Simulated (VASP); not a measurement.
# Mn (P6_3/mmc) in VASP: notebook

Runs on Mn. Level: PBEsol. Tasks: single point.

All numbers are computed with VASP 6.6.1; they aren't measurements. Logs are shortened: lines on timing, memory, paths and dates and some standing lists are left out, and cuts for length are marked.

**1. The cell of the first run**

It takes space group P6_3/mmc (No. 194, hexagonal). The conventional cell has a = 2.484 Å, b = 2.484 Å, c = 4.026 Å, α = 90.00°, β = 90.00°, γ = 120.00°. Within 3.3 Å of Mn (site symmetry -6m2) lie 12 Mn at 2.47 to 2.48 Å.

**2. Single point, PBEsol, collinear spin, ferromagnetic start**

File INCAR:

```
SYSTEM = Mn
PREC     = Accurate       ! precision mode
ENCUT    = 520            ! plane-wave cutoff, eV
EDIFF    = 1E-7           ! SCF threshold, eV
ISMEAR   = -1             ! smearing method
SIGMA    = 0.05           ! smearing width, eV
LREAL    = .False.        ! projectors in reciprocal space
LASPH    = .True.         ! aspherical terms in the spheres
NELM     = 150            ! most SCF steps
ALGO     = Normal         ! electronic algorithm
ISIF     = 2              ! what is computed and relaxed
LWAVE    = .False.        ! write WAVECAR
LCHARG   = .True.         ! write CHGCAR
ISPIN    = 2              ! spin polarisation
MAGMOM   = 3 3            ! initial moments
LORBIT   = 11             ! projections on sites
NUPDOWN  = 6.0            ! fixed moment
LMAXMIX  = 4              ! l up to which the mixer works
GGA      = PS             ! functional
LELF     = .True.         ! ELF
LVHAR    = .True.       
NBANDS   = 24             ! bands
```

File KPOINTS:

```
regular mesh
0
Gamma
  10 10 6
  0 0 0
```

File POSCAR:

```
Mn
1.0
    2.4836457705      0.0000000000      0.0000000000
   -1.2418228853      2.1509003313      0.0000000000
    0.0000000000      0.0000000000      4.0261950000
Mn
2
Direct
    0.3333333333      0.6666666667      0.2500000000
    0.6666666667      0.3333333333      0.7500000000
```

Potentials or basis: VASP PAW PBE potentials, release 64 (Mn_pv).

On the command line:

```console
> cat potpaw_PBE.64/Mn_pv/POTCAR > POTCAR
> mpirun -np 1 vasp_std > vasp.out
```

OUTCAR:

```text
SYSTEM = Mn
   PREC = Accurate
   ENCUT = 520
   EDIFF = 1E-7
   ISMEAR = -1
   LREAL = .False.
   LASPH = .True.
   NELM = 150
   ISIF = 2
   ISPIN = 2
   LORBIT = 11
   NUPDOWN = 6.0
   GGA = PS

 ion  position               nearest neighbor table
   1  0.333  0.667  0.250-   2 2.47   2 2.47   2 2.47   2 2.47   2 2.47   2 2.47
   2  0.667  0.333  0.750-   1 2.47   1 2.47   1 2.47   1 2.47   1 2.47   1 2.47

  LATTYP: Found a hexagonal cell.
 ALAT       =     2.4836457705
 C/A-ratio  =     1.6210826229

  Lattice vectors:

 A1 = (   2.4836457705,   0.0000000000,   0.0000000000)
 A2 = (  -1.2418228853,   2.1509003313,   0.0000000000)
 A3 = (   0.0000000000,   0.0000000000,   4.0261950000)

Analysis of symmetry for initial positions (statically):
=====================================================================
 Subroutine PRICEL returns:
 Original cell was already a primitive cell.

 Routine SETGRP: Setting up the symmetry group for a
 hexagonal supercell.

 Subroutine GETGRP returns: Found 24 space group operations
 (whereof 12 operations were pure point group operations)
 out of a pool of 24 trial point group operations.

The static configuration has the point symmetry D_3d.
 The point group associated with its full space group is D_6h.

Analysis of symmetry for dynamics (positions and initial velocities):
=====================================================================
 Subroutine PRICEL returns:
 Original cell was already a primitive cell.

 Routine SETGRP: Setting up the symmetry group for a
 hexagonal supercell.

 Subroutine GETGRP returns: Found 24 space group operations
 (whereof 12 operations were pure point group operations)
 out of a pool of 24 trial point group operations.

The dynamic configuration has the point symmetry D_3d.
 The point group associated with its full space group is D_6h.

Analysis of structural, dynamic, and magnetic symmetry:
=====================================================================
 Subroutine PRICEL returns:
 Original cell was already a primitive cell.

 Routine SETGRP: Setting up the symmetry group for a
 hexagonal supercell.

 Subroutine GETGRP returns: Found 24 space group operations
 (whereof 12 operations were pure point group operations)
 out of a pool of 24 trial point group operations.

The overall configuration has the point symmetry D_3d.
 The point group associated with its full space group is D_6h.

 Subroutine INISYM returns: Found 24 space group operations
 (whereof 12 operations are pure point group operations),
 and found     1 'primitive' translations

----------------------------------------------------------------------------------------

                                     Primitive cell

  volume of cell :      21.5082

  direct lattice vectors                    reciprocal lattice vectors
     2.483645770  0.000000000  0.000000000     0.402633907  0.232460795  0.000000000
    -1.241822885  2.150900331  0.000000000     0.000000000  0.464921589  0.000000000
     0.000000000  0.000000000  4.026195000     0.000000000  0.000000000  0.248373464

  length of vectors
     2.483645770  2.483645771  4.026195000     0.464921589  0.464921589  0.248373464

  position of ions in fractional coordinates (direct lattice)
     0.333333333  0.666666667  0.250000000
     0.666666667  0.333333333  0.750000000

  ion indices of the primitive-cell ions
   primitive index   ion index
                 1           1
                 2           2

----------------------------------------------------------------------------------------

 KPOINTS: regular mesh

Automatic generation of k-mesh.
 Grid dimensions read from file:
 generate k-points for:   10   10    6

 Generating k-lattice:

  Cartesian coordinates                     Fractional coordinates (reciprocal lattice)
     0.040263391  0.023246079  0.000000000     0.100000000  0.000000000  0.000000000
     0.000000000  0.046492159  0.000000000     0.000000000  0.100000000  0.000000000
     0.000000000  0.000000000  0.041395577     0.000000000  0.000000000  0.166666667

  Length of vectors
     0.046492159  0.046492159  0.041395577

  Shift w.r.t. Gamma in fractional coordinates (k-lattice)
     0.000000000  0.000000000  0.000000000

 Subroutine IBZKPT returns following result:
 ===========================================

 Found     56 irreducible k-points:

 Following reciprocal coordinates:
            Coordinates               Weight
  0.000000  0.000000  0.000000      1.000000
  0.100000  0.000000  0.000000      6.000000
  0.200000  0.000000  0.000000      6.000000
  0.300000  0.000000  0.000000      6.000000
  0.400000  0.000000  0.000000      6.000000
  0.500000  0.000000  0.000000      3.000000
[... 16 lines left out ...]
  0.300000  0.100000  0.166667     24.000000
  0.400000  0.100000  0.166667     24.000000
 [... further k-points ...]
   k-points           NKPTS =     56   k-points in BZ     NKDIM =     56   number of bands    NBANDS=     24
   number of dos      NEDOS =    301   number of ions     NIONS =      2
   total plane-waves  NPLWV =   9720
   dimension x,y,z NGX =    18 NGY =   18 NGZ =   30
   dimension x,y,z NGXF=    36 NGYF=   36 NGZF=   60
   ions per type =               2
   NGX,Y,Z   is equivalent  to a cutoff of  12.05, 12.05, 12.39 a.u.
   NGXF,Y,Z  is equivalent  to a cutoff of  24.10, 24.10, 24.77 a.u.
 SYSTEM =  Mn
   PREC   = accura    normal or accurate (medium, high low for compatibility)
   ISTART =      0    job   : 0-new  1-cont  2-samecut
   ICHARG =      2    charge: 1-file 2-atom 10-const
   ISPIN  =      2    spin polarized calculation?
   LNONCOLLINEAR =      F non collinear calculations
   LSORBIT =      F    spin-orbit coupling
   LASPH  =      T    aspherical Exc in radial PAW
   ENCUT  =  520.0 eV  38.22 Ry    6.18 a.u.   4.62  4.62  7.49*2*pi/ulx,y,z
   NELM   =    150;   NELMIN=  2; NELMDL= -5     # of ELM steps
   EDIFF  = 0.1E-06   stopping-criterion for ELM
   LREAL  =      F    real-space projection
   EDIFFG = 0.1E-05   stopping-criterion for IOM
   NSW    =      0    number of steps for IOM
   IBRION =     -1    ionic relax: 0-MD 1-quasi-New 2-CG
   NFREE  =      0    steps in history (QN), initial steepest desc. (CG)
   ISIF   =      2    stress and relaxation
   ISYM   =      2    0-nonsym 1-usesym 2-fastsym
   POTIM  = 0.5000    time-step for ionic-motion
   TEBEG  =    0.0;   TEEND  =   0.0 temperature during run
   PSTRESS=    0.0 pullay stress
   NELECT =      26.0000    total number of electrons
   NUPDOWN=       6.0000    fix difference up-down
   EMIN   =  10.00;   EMAX   =-10.00  energy-range for DOS
   EFERMI =   0.00;   METHOD = LEGACY
   ISMEAR =    -1;   SIGMA  =   0.05  broadening in eV -4-tet -1-fermi 0-gaus
   EFERMI_NEDOS =   21; number of points for ismear=-14 and -15
   IALGO  =     38    algorithm
   IMIX   =      4    mixing-type and parameters
     AMIX     =   0.40;   BMIX     =  1.00
     AMIX_MAG =   1.60;   BMIX_MAG =  1.00
  volume/ion in A,a.u.               =      10.75        72.57
  Fermi-wavevector in a.u.,A,eV,Ry     =   1.743938  3.295565 41.379665  3.041320
  Thomas-Fermi vector in A             =   2.815914
   LORBIT       =     11    0 simple, 1 ext, 2 COOP (PROOUT), +10 PAW based schemes
   GGA     = PS    functional components
   LHFCALC =     F    Hartree Fock is set to
   AEXX    =    0.0000 exact exchange contribution
   IVDW    =     0    specifies the selected vdW correction
   LEPSILON=     F    determine dielectric tensor
   LRPA    =     F    only Hartree local field effects (RPA)
 spin polarized calculation
  energy-cutoff  :      520.00
  volume of cell :       21.51
 maximum number of plane-waves:       588
   NGX =  9   NGY =  9   NGZ = 15

 number of electron      26.0000028 magnetization       6.0000006

 Free energy of the ion-electron system (eV)
  ---------------------------------------------------
  ext. energy  EPLUGINS =         0.00000000
  ---------------------------------------------------
  free energy    TOTEN  =       -17.57176582 eV

  energy without entropy =      -17.54157005  energy(sigma->0) =      -17.55666794

 E-fermi :  10.3617     XC(G=0): -14.0724

 val. band max:       11.4303418270   @ k =   0.2000   0.2000   0.5000
 cond. band min:      10.3891309558   @ k =   0.3000   0.3000   0.3333
 fundamental gap:     -1.0412108712
 Fermi energy:        11.4399767856

 spin component 1

 k-point     1 :       0.0000    0.0000    0.0000
  band No.  band energies     occupation
      1     -38.5194      1.00000
      2     -37.7932      1.00000
      3     -37.7932      1.00000
      4     -37.7359      1.00000
      5     -37.6875      1.00000
      6     -37.6875      1.00000
[... 16 lines left out ...]
     23      36.0096      0.00000
     24      36.0096      0.00000
[... 598 lines left out ...]
      2     -38.2662      1.00000
      3     -38.1138      1.00000
      4     -37.9746      1.00000
      5     -37.9057      1.00000
      6     -37.8243      1.00000
[... 16 lines left out ...]
     23      28.1870      0.00000
     24      29.9995      0.00000

 [... further k-points ...]

 spin component 2

 k-point     1 :       0.0000    0.0000    0.0000
  band No.  band energies     occupation
      1     -35.4948      1.00000
      2     -34.7968      1.00000
      3     -34.7968      1.00000
      4     -34.6848      1.00000
      5     -34.6848      1.00000
      6     -34.6413      1.00000
[... 16 lines left out ...]
     23      37.5074      0.00000
     24      37.5074      0.00000
[... 598 lines left out ...]
      2     -35.3052      1.00000
      3     -35.0711      1.00000
      4     -34.9853      1.00000
      5     -34.8556      1.00000
      6     -34.8086      1.00000
[... 16 lines left out ...]
     23      29.5213      0.00000
     24      31.2590      0.00000

 [... further k-points ...]
[... 5 lines left out ...]
  --------------------------------------------------------------------------------------
  -------------------------------------------------------------------------------------
  Total        6.2957103      6.2957103      6.8931839     -0.0000000      0.0000000      0.0000000
  in kB      468.9759533    468.9759533    513.4825612     -0.0000000      0.0000000      0.0000000
  external PRESSURE =     483.8114893 kB  Pullay stress =       0.0000000 kB

 VOLUME and BASIS-vectors are now :
 -----------------------------------------------------------------------------
  energy-cutoff  :      520.00
  volume of cell :       21.51
      direct lattice vectors                 reciprocal lattice vectors
     2.483645770  0.000000000  0.000000000     0.402633907  0.232460795  0.000000000
    -1.241822885  2.150900331  0.000000000     0.000000000  0.464921589  0.000000000
     0.000000000  0.000000000  4.026195000     0.000000000  0.000000000  0.248373464

 POSITION                                       TOTAL-FORCE (eV/Angst)
 -----------------------------------------------------------------------------------
     -0.00000      1.43393      1.00655         0.000000      0.000000      0.000000
      1.24182      0.71697      3.01965        -0.000000      0.000000      0.000000
 -----------------------------------------------------------------------------------
    total drift:                               -0.000000      0.000000     -0.000000

  FREE ENERGIE OF THE ION-ELECTRON SYSTEM (eV)
  ---------------------------------------------------
  free  energy   TOTEN  =       -17.5717658181 eV

  energy  without entropy=      -17.5415700535  energy(sigma->0) =      -17.55666794

 total charge

# of ion       s       p       d       tot
------------------------------------------
    1        0.439   6.397   5.184  12.019
    2        0.439   6.397   5.184  12.019
--------------------------------------------------
tot          0.878  12.793  10.367  24.038

 magnetization (x)

# of ion       s       p       d       tot
------------------------------------------
    1       -0.002   0.062   2.826   2.886
    2       -0.002   0.062   2.826   2.886
--------------------------------------------------
tot         -0.005   0.124   5.652   5.772
```

It took 28 s on 1 thread of AMD EPYC 9R45 (Zen 5), shared host; peak memory 0.13 GiB.

What came out:

```
Free energy                                           : -17.5718 eV
Pressure                                              : 48.4 GPa
Net moment                                            : 6.00 μB per cell
Site moments                                          : Mn +2.89 μB
Valence electrons inside the program's atomic spheres : Mn 12.02
```

Stress tensor (GPa, compression positive):
```
46.90  0.00  0.00
 0.00 46.90  0.00
 0.00  0.00 51.35
```

Caveat: the PAW data sets were made with another functional, which shifts forces and pressure a little; the total moment is fixed, so each spin has its own Fermi level.

**3. Single point, PBEsol, collinear spin, ferromagnetic start**

File INCAR:

```
PREC = Accurate ; ENCUT = 520
EDIFF = 1E-6 ; ISMEAR = -1
SIGMA = 0.05 ; LREAL = F
LASPH = T ; NELM = 150
ALGO = Normal ; ISIF = 2
LWAVE = F ; LCHARG = F
ISPIN = 2 ; MAGMOM = 4 4
LORBIT = 11 ; NUPDOWN = 8.0
LMAXMIX = 4 ; GGA = PS
NBANDS = 24
```

File KPOINTS:

```
regular mesh
0
Gamma
  10 10 6
```

POSCAR is that of step 2.

Potentials or basis: VASP PAW PBE potentials, release 64 (Mn_pv).

On the command line:

```console
> cat potpaw_PBE.64/Mn_pv/POTCAR > POTCAR
> mpirun -np 1 vasp_std > vasp.out
```

It took 25 s on 1 thread of AMD EPYC 9R45 (Zen 5), shared host; peak memory 0.13 GiB.

Results (log left out):

- Free energy: -15.6719 eV
- Pressure: 93.3 GPa
- Net moment: 8.00 μB per cell
- Site moments: Mn +3.78 μB
- Valence electrons inside the program's atomic spheres: Mn 12.04

Stress tensor (GPa, compression positive):
```
93.39  0.00  0.00
 0.00 93.39  0.00
 0.00  0.00 92.99
```

Caveat: the PAW data sets were made with another functional, which shifts forces and pressure a little; the total moment is fixed, so each spin has its own Fermi level.
